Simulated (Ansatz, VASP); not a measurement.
C in VASP and in Ansatz

```
C
1.0
     2.51387    0.00000    0.00000
    -1.25693    2.17707    0.00000
     0.00000    0.00000   16.50318
C
16
Direct
  0.00000 0.00000 0.95329
  0.66667 0.33333 0.29741
  0.33333 0.66667 0.79741
  0.66667 0.33333 0.20259
  0.33333 0.66667 0.07789
  0.33333 0.66667 0.32878
  0.33333 0.66667 0.42211
  0.66667 0.33333 0.67122
  0.33333 0.66667 0.70259
  0.00000 0.00000 0.45329
  0.00000 0.00000 0.04671
  0.33333 0.66667 0.17122
  0.66667 0.33333 0.82878
  0.00000 0.00000 0.54671
  0.66667 0.33333 0.57789
  0.66667 0.33333 0.92211
```

Alike in both runs: task relaxation of cell and atoms; functional r2SCAN; k mesh 12 × 12 × 2; occupations gaussian, width 0.02 eV; no spin polarisation.

|  | VASP | Ansatz |
| --- | --- | --- |
| version | VASP 6.6.1 | Ansatz 0.2.0 |
| potentials or method | VASP PAW PBE potentials, release 64 (C), cutoff 600 eV | scalar-relativistic, plane waves, PAW |
| valence electrons in the cell | 64 | 64 |

```csv
,VASP,Ansatz,Ansatz less VASP
"gap on the k mesh at the Fermi level, each at its own relaxed structure (eV)",4.62,4.65,+0.029
relaxed volume (Å³/atom),5.65,5.64,-0.004
relaxed length of the cell vector where the two differ most in proportion (Å),2.514,2.514,-0.0006
```

VASP's potentials were made for PBE, not for r2SCAN.
